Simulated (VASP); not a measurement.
The system is NbTe.

```xyz
2
Lattice="3.7030 0.0000 0.0000 -1.8515 3.2069 0.0000 0.0000 0.0000 3.6942" Properties=species:S:1:pos:R:3 pbc="T T T"
Te    1.8515    1.0690    0.0000
Nb    0.0000    0.0000    1.8471
```

```yaml
Program: VASP 6.6.1
Task: relaxation of cell and atoms
Functional: PBEsol
Dispersion: D4
Potentials_or_basis: VASP PAW PBE potentials, release 64 (Te, Nb_sv)
Cutoff: 600 eV
k_mesh: 8 × 8 × 7
Occupations: fermi-dirac, width 0.05 eV
Spin: no spin polarisation
```

At the start: pressure -7.2 GPa; volume 21.93 Å³/atom.

Q: Where does the relaxation end?

A: Over 10 steps the energy falls by 31.4 meV/atom and the volume is 20.62 Å³/atom (-6.0 %); space group P-6m2 (No. 187, to 0.05 Å).

Step by step:
```
step  energy change (eV)  largest force (eV/Å)  pressure (GPa)  volume (Å³)
   1              0.0000                0.0000           -7.22        43.87
   2              0.0949                0.0000           15.31        37.89
   3             -0.0593                0.0000           -0.20        41.44
   4             -0.0593                0.0000           -0.04        41.39
   5             -0.0593                0.0000            0.13        41.34
   6             -0.0623                0.0000            0.19        41.24
   7             -0.0627                0.0000            0.19        41.20
   8             -0.0628                0.0000            0.20        41.18
   9             -0.0627                0.0000           -0.31        41.33
  10             -0.0628                0.0000            0.02        41.23
```

Final structure:
```
Te Nb
1.0
     3.60508    0.00000    0.00000
    -1.80254    3.12209    0.00000
     0.00000    0.00000    3.66332
Te Nb
1 1
Direct
  0.66667 0.33333 0.00000
  0.00000 0.00000 0.50000
```

Caveat: the PAW data sets were made with another functional, which shifts forces and pressure a little; pairwise dispersion overbinds metals, which lowers pressure and volume.
